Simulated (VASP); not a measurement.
TaTe, 2 atoms in the cell. The structure is cubic, space group Fm-3m (No. 225). The conventional cell has a = 5.692 Å, b = 5.692 Å, c = 5.692 Å, α = 90.00°, β = 90.00°, γ = 90.00°. Within 3.8 Å of Ta (site symmetry m-3m) lie 6 Te at 2.85 Å. Within 3.8 Å of Te (site symmetry m-3m) lie 6 Ta at 2.85 Å. 

```yaml
Program: VASP 6.6.1
Task: single point
Functional: PBE
Potentials_or_basis: VASP PAW PBE potentials, release 64 (Ta_pv, Te)
Cutoff: 520 eV
k_mesh: 6 × 6 × 6
Occupations: gaussian, width 0.05 eV
Spin: collinear spin, ferromagnetic start
Starting_moments: "[0.25, 0.0] μB"
Dipole_correction: no
Further_INCAR_settings: ALGO = Normal; EDIFF = 1e-07; NBANDS = 20
```

Potentials or basis: VASP PAW PBE potentials, release 64 (Ta_pv, Te).

Command:

```bash
$ cat potpaw_PBE.64/Ta_pv/POTCAR potpaw_PBE.64/Te/POTCAR > POTCAR
$ mpirun -np 1 vasp_std > vasp.out
```

Hardware: 1 thread of Intel(R) Xeon(R) 6975P-C (Granite Rapids) (shared host).

Problem. Estimate the wall time of this run.

Solution. It took 16 s on 1 thread of Intel(R) Xeon(R) 6975P-C (Granite Rapids), with other jobs on the host, peak memory 0.19 GiB. Counts: scf iterations 15, k points 16.
